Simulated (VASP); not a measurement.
ZnCu, 2 atoms in the cell. It takes space group Pm-3m (No. 221, cubic). Conventional cell: a = 3.003 Å, b = 3.003 Å, c = 3.003 Å, α = 90.00°, β = 90.00°, γ = 90.00°. Zn (site symmetry m-3m) has 8 Cu at 2.60 Å and 6 Zn at 3.00 Å within 3.4 Å. Within 3.4 Å of Cu (site symmetry m-3m) lie 8 Zn at 2.60 Å and 6 Cu at 3.00 Å.  This cell differs from its parent crystal: volume scaled by 1.06.

| Item | Value |
| --- | --- |
| Program | VASP 6.6.1 |
| Task | electric field gradients |
| Functional | PBE |
| Potentials or basis | VASP PAW PBE potentials, release 64 (Zn, Cu) |
| Cutoff | 520 eV |
| k mesh | 14 × 14 × 14 |
| Occupations | fermi-dirac, width 0.05 eV |
| Spin | no spin polarisation |
| Dipole correction | no |
| Further INCAR settings | ALGO = Normal; EDIFF = 1e-08; NBANDS = 18 |

Potentials or basis: VASP PAW PBE potentials, release 64 (Zn, Cu).

Command:

```sh
$ cat potpaw_PBE.64/Zn/POTCAR potpaw_PBE.64/Cu/POTCAR > POTCAR
$ mpirun -np 1 vasp_std > vasp.out
```

Hardware: 1 thread of Intel(R) Xeon(R) Platinum 8559C (Emerald Rapids), on a shared host.

Task: Estimate the wall time of this run.

Result: Run time: 20 s on 1 thread of Intel(R) Xeon(R) Platinum 8559C (Emerald Rapids) (shared host), peak memory 0.18 GiB. Counts: scf iterations 14, k points 120.
